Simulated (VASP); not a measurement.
# Mn (I4/mmm) in VASP: notebook

Runs on Mn. Level: PBE. Tasks: single point.

All numbers are computed with VASP 6.6.1; they aren't measurements. Logs are shortened: lines on timing, memory, paths and dates and some standing lists are left out, and cuts for length are marked.

## (1) The cell of the first run

It takes space group I4/mmm (No. 139, tetragonal). Conventional cell: a = 2.606 Å, b = 2.606 Å, c = 3.504 Å, α = 90.00°, β = 90.00°, γ = 90.00°. Within 3.4 Å of Mn (site symmetry 4/mmm) lie 12 Mn at 2.54 to 2.61 Å.

## (2) Single point, PBE, collinear spin, antiferromagnetic start (volume scaled by 1.04)

File INCAR:

```
  ALGO = Normal
  EDIFF = 1E-7
  ENCUT = 520
  GGA = PE
  ISIF = 2
  ISMEAR = -1
  ISPIN = 2
  LASPH = T
  LCHARG = T
  LELF = T
  LMAXMIX = 4
  LORBIT = 11
  LREAL = F
  LVHAR = T
  LWAVE = F
  MAGMOM = 1.799 -1.799
  NBANDS = 24
  NELM = 150
  PREC = Accurate
  SIGMA = 0.05
```

File KPOINTS:

```
k-points
0
Gamma
  14 14 10
```

File POSCAR:

```
Mn
1.0
    2.6059445189      0.0000000000      0.0000000000
    0.0000000000      2.6059445189      0.0000000000
    0.0000000000      0.0000000000      3.5035689769
Mn
2
Direct
    1.0000000000      0.0000000000      0.0000000000
    0.5000000000      0.5000000000      0.5000000000
```

Potentials or basis: VASP PAW PBE potentials, release 64 (Mn_pv).

Run with:

```sh
$ cat potpaw_PBE.64/Mn_pv/POTCAR > POTCAR
$ mpirun -np 1 vasp_std > vasp.out
```

OUTCAR:

```text
EDIFF = 1E-7
   ENCUT = 520
   GGA = PE
   ISIF = 2
   ISMEAR = -1
   ISPIN = 2
   LASPH = T
   LORBIT = 11
   LREAL = F
   NELM = 150
   PREC = Accurate

 ion  position               nearest neighbor table
   1  0.000  0.000  0.000-   2 2.54   2 2.54   2 2.54   2 2.54   2 2.54   2 2.54   2 2.54   2 2.54

   2  0.500  0.500  0.500-   1 2.54   1 2.54   1 2.54   1 2.54   1 2.54   1 2.54   1 2.54   1 2.54

  LATTYP: Found a simple tetragonal cell.
 ALAT       =     2.6059445189
 C/A-ratio  =     1.3444526357

  Lattice vectors:

 A1 = (   2.6059445189,   0.0000000000,   0.0000000000)
 A2 = (   0.0000000000,   2.6059445189,   0.0000000000)
 A3 = (   0.0000000000,   0.0000000000,   3.5035689769)

Analysis of symmetry for initial positions (statically):
=====================================================================
 Subroutine PRICEL returns following result:

  LATTYP: Found a body centered tetragonal cell.
 ALAT       =     2.6059445189
 C/A-ratio  =     1.3444526357

  Lattice vectors:

 A1 = (  -1.3029722594,  -1.3029722594,  -1.7517844884)
 A2 = (   1.3029722594,   1.3029722594,  -1.7517844885)
 A3 = (   1.3029722594,  -1.3029722594,   1.7517844884)

   2 primitive cells build up your supercell.

 Routine SETGRP: Setting up the symmetry group for a
 simple tetragonal supercell.

 Subroutine GETGRP returns: Found 16 space group operations
 (whereof 16 operations were pure point group operations)
 out of a pool of 16 trial point group operations.

The static configuration has the point symmetry D_4h.

Analysis of symmetry for dynamics (positions and initial velocities):
=====================================================================
 Subroutine PRICEL returns following result:

  LATTYP: Found a body centered tetragonal cell.
 ALAT       =     2.6059445189
 C/A-ratio  =     1.3444526357

  Lattice vectors:

 A1 = (  -1.3029722594,  -1.3029722594,  -1.7517844884)
 A2 = (   1.3029722594,   1.3029722594,  -1.7517844885)
 A3 = (   1.3029722594,  -1.3029722594,   1.7517844884)

   2 primitive cells build up your supercell.

 Routine SETGRP: Setting up the symmetry group for a
 simple tetragonal supercell.

 Subroutine GETGRP returns: Found 16 space group operations
 (whereof 16 operations were pure point group operations)
 out of a pool of 16 trial point group operations.

The dynamic configuration has the point symmetry D_4h.

Analysis of structural, dynamic, and magnetic symmetry:
=====================================================================
 Subroutine PRICEL returns following result:

  LATTYP: Found a body centered tetragonal cell.
 ALAT       =     2.6059445189
 C/A-ratio  =     1.3444526357

  Lattice vectors:

 A1 = (  -1.3029722594,  -1.3029722594,  -1.7517844884)
 A2 = (   1.3029722594,   1.3029722594,  -1.7517844885)
 A3 = (   1.3029722594,  -1.3029722594,   1.7517844884)

   2 primitive cells build up your supercell.

 Routine SETGRP: Setting up the symmetry group for a
 simple tetragonal supercell.

 Subroutine GETGRP returns: Found 16 space group operations
 (whereof 16 operations were pure point group operations)
 out of a pool of 16 trial point group operations.

The overall configuration has the point symmetry D_4h.

 Subroutine INISYM returns: Found 16 space group operations
 (whereof 16 operations are pure point group operations),
 and found     2 'primitive' translations

----------------------------------------------------------------------------------------

                                     Primitive cell

  volume of cell :      11.8963

  direct lattice vectors                    reciprocal lattice vectors
    -1.302972259 -1.302972259 -1.751784488    -0.000000000 -0.383738024 -0.285423237
     1.302972259  1.302972259 -1.751784488     0.383738024  0.000000000 -0.285423237
     1.302972259 -1.302972259  1.751784488     0.383738024 -0.383738024  0.000000000

  length of vectors
     2.542483493  2.542483493  2.542483493     0.478248153  0.478248153  0.542687518

  position of ions in fractional coordinates (direct lattice)
     0.000000000  0.000000000  0.000000000

  ion indices of the primitive-cell ions
   primitive index   ion index
                 1           1

----------------------------------------------------------------------------------------

 KPOINTS: k-points

Automatic generation of k-mesh.
 Grid dimensions read from file:
 generate k-points for:   14   14   10

 Generating k-lattice:

  Cartesian coordinates                     Fractional coordinates (reciprocal lattice)
     0.027409859  0.000000000  0.000000000     0.071428571  0.000000000  0.000000000
     0.000000000  0.027409859  0.000000000     0.000000000  0.071428571  0.000000000
     0.000000000  0.000000000  0.028542324     0.000000000  0.000000000  0.100000000

  Length of vectors
     0.027409859  0.027409859  0.028542324

  Shift w.r.t. Gamma in fractional coordinates (k-lattice)
     0.000000000  0.000000000  0.000000000

 Subroutine IBZKPT returns following result:
 ===========================================

 Found    216 irreducible k-points:

 Following reciprocal coordinates:
            Coordinates               Weight
  0.000000  0.000000  0.000000      1.000000
  0.071429  0.000000  0.000000      4.000000
  0.142857  0.000000  0.000000      4.000000
  0.214286  0.000000  0.000000      4.000000
  0.285714  0.000000  0.000000      4.000000
  0.357143  0.000000  0.000000      4.000000
[... 16 lines left out ...]
  0.285714  0.214286  0.000000      8.000000
  0.357143  0.214286  0.000000      8.000000
 [... further k-points ...]
   k-points           NKPTS =    216   k-points in BZ     NKDIM =    216   number of bands    NBANDS=     24
   number of dos      NEDOS =    301   number of ions     NIONS =      2
   total plane-waves  NPLWV =  11200
   dimension x,y,z NGX =    20 NGY =   20 NGZ =   28
   dimension x,y,z NGXF=    40 NGYF=   40 NGZF=   56
   ions per type =               2
   NGX,Y,Z   is equivalent  to a cutoff of  12.76, 12.76, 13.29 a.u.
   NGXF,Y,Z  is equivalent  to a cutoff of  25.52, 25.52, 26.57 a.u.
 SYSTEM =  unknown system
   PREC   = accura    normal or accurate (medium, high low for compatibility)
   ISTART =      0    job   : 0-new  1-cont  2-samecut
   ICHARG =      2    charge: 1-file 2-atom 10-const
   ISPIN  =      2    spin polarized calculation?
   LNONCOLLINEAR =      F non collinear calculations
   LSORBIT =      F    spin-orbit coupling
   LASPH  =      T    aspherical Exc in radial PAW
   ENCUT  =  520.0 eV  38.22 Ry    6.18 a.u.   4.85  4.85  6.51*2*pi/ulx,y,z
   NELM   =    150;   NELMIN=  2; NELMDL= -5     # of ELM steps
   EDIFF  = 0.1E-06   stopping-criterion for ELM
   LREAL  =      F    real-space projection
   EDIFFG = 0.1E-05   stopping-criterion for IOM
   NSW    =      0    number of steps for IOM
   IBRION =     -1    ionic relax: 0-MD 1-quasi-New 2-CG
   NFREE  =      0    steps in history (QN), initial steepest desc. (CG)
   ISIF   =      2    stress and relaxation
   ISYM   =      2    0-nonsym 1-usesym 2-fastsym
   POTIM  = 0.5000    time-step for ionic-motion
   TEBEG  =    0.0;   TEEND  =   0.0 temperature during run
   PSTRESS=    0.0 pullay stress
   NELECT =      26.0000    total number of electrons
   NUPDOWN=      -1.0000    fix difference up-down
   EMIN   =  10.00;   EMAX   =-10.00  energy-range for DOS
   EFERMI =   0.00;   METHOD = LEGACY
   ISMEAR =    -1;   SIGMA  =   0.05  broadening in eV -4-tet -1-fermi 0-gaus
   EFERMI_NEDOS =   21; number of points for ismear=-14 and -15
   IALGO  =     38    algorithm
   IMIX   =      4    mixing-type and parameters
     AMIX     =   0.40;   BMIX     =  1.00
     AMIX_MAG =   1.60;   BMIX_MAG =  1.00
  volume/ion in A,a.u.               =      11.90        80.28
  Fermi-wavevector in a.u.,A,eV,Ry     =   1.686238  3.186528 38.686800  2.843400
  Thomas-Fermi vector in A             =   2.768939
   LORBIT       =     11    0 simple, 1 ext, 2 COOP (PROOUT), +10 PAW based schemes
   GGA     = PE    functional components
   LHFCALC =     F    Hartree Fock is set to
   AEXX    =    0.0000 exact exchange contribution
   IVDW    =     0    specifies the selected vdW correction
   LEPSILON=     F    determine dielectric tensor
   LRPA    =     F    only Hartree local field effects (RPA)
 spin polarized calculation
  energy-cutoff  :      520.00
  volume of cell :       23.79
 maximum number of plane-waves:       660
 NGX is ok and might be reduce to    20
   NGX =  9   NGY =  9   NGZ = 13

 number of electron      25.9999984 magnetization      -0.0000000

 number of electron      25.9999984 magnetization       0.0000000

 Free energy of the ion-electron system (eV)
  ---------------------------------------------------
  ext. energy  EPLUGINS =         0.00000000
  ---------------------------------------------------
  free energy    TOTEN  =       -17.93697965 eV

  energy without entropy =      -17.91796884  energy(sigma->0) =      -17.92747425

 E-fermi :   9.2924     XC(G=0): -13.3758

 val. band max:        9.2871782841   @ k =   0.2857   0.1429   0.1000
 cond. band min:       9.3001852141   @ k =   0.2143   0.1429   0.5000
 fundamental gap:      0.0130069299
 Fermi energy:         9.2923800381

 spin component 1

 k-point     1 :       0.0000    0.0000    0.0000
  band No.  band energies     occupation
      1     -39.7627      1.00000
      2     -39.4694      1.00000
      3     -39.4694      1.00000
      4     -37.4679      1.00000
      5     -37.3255      1.00000
      6     -37.3255      1.00000
[... 637 lines left out ...]
     23      26.5282      0.00000
     24      27.7338      0.00000

 [... further k-points ...]

 spin component 2

 k-point     1 :       0.0000    0.0000    0.0000
  band No.  band energies     occupation
      1     -39.7627      1.00000
      2     -39.4694      1.00000
      3     -39.4694      1.00000
      4     -37.4679      1.00000
      5     -37.3255      1.00000
      6     -37.3255      1.00000
[... 637 lines left out ...]
     23      26.5282      0.00000
     24      27.7338      0.00000

 [... further k-points ...]
[... 5 lines left out ...]
  --------------------------------------------------------------------------------------
  -------------------------------------------------------------------------------------
  Total       -0.7470220     -0.7470220     -0.6996703      0.0000000      0.0000000     -0.0000000
  in kB      -50.3040532    -50.3040532    -47.1154156      0.0000000      0.0000000     -0.0000000
  external PRESSURE =     -49.2411740 kB  Pullay stress =       0.0000000 kB

 VOLUME and BASIS-vectors are now :
 -----------------------------------------------------------------------------
  energy-cutoff  :      520.00
  volume of cell :       23.79
      direct lattice vectors                 reciprocal lattice vectors
     2.605944519  0.000000000  0.000000000     0.383738024  0.000000000  0.000000000
     0.000000000  2.605944519  0.000000000     0.000000000  0.383738024  0.000000000
     0.000000000  0.000000000  3.503568977     0.000000000  0.000000000  0.285423237

 POSITION                                       TOTAL-FORCE (eV/Angst)
 -----------------------------------------------------------------------------------
      0.00000      0.00000      0.00000         0.000000      0.000000     -0.000000
      1.30297      1.30297      1.75178        -0.000000     -0.000000      0.000000
 -----------------------------------------------------------------------------------
    total drift:                               -0.000000      0.000000      0.000000

  FREE ENERGIE OF THE ION-ELECTRON SYSTEM (eV)
  ---------------------------------------------------
  free  energy   TOTEN  =       -17.9369796524 eV

  energy  without entropy=      -17.9179688416  energy(sigma->0) =      -17.92747425

 total charge

# of ion       s       p       d       tot
------------------------------------------
    1        0.395   6.351   5.055  11.802
    2        0.395   6.351   5.055  11.802
--------------------------------------------------
tot          0.791  12.702  10.111  23.603

 magnetization (x)

# of ion       s       p       d       tot
------------------------------------------
    1        0.026   0.032   2.009   2.068
    2       -0.026  -0.032  -2.009  -2.068
--------------------------------------------------
tot          0.000   0.000   0.000   0.000
```

Run time: 2.2 min. Hardware: 1 thread of Intel Xeon 6975P-C, shared host; peak memory 0.27 GiB.

Results:

| Item | Value |
| --- | --- |
| Free energy | -17.9370 eV |
| Pressure | -4.9 GPa |
| Band gap on the k mesh | zero (filled and empty bands overlap) |
| Net moment | 0.00 μB per cell |
| Site moments | Mn +2.07, -2.07 μB |
| Valence electrons inside the program's atomic spheres | Mn 11.80 |

[end of part 1 of 2]
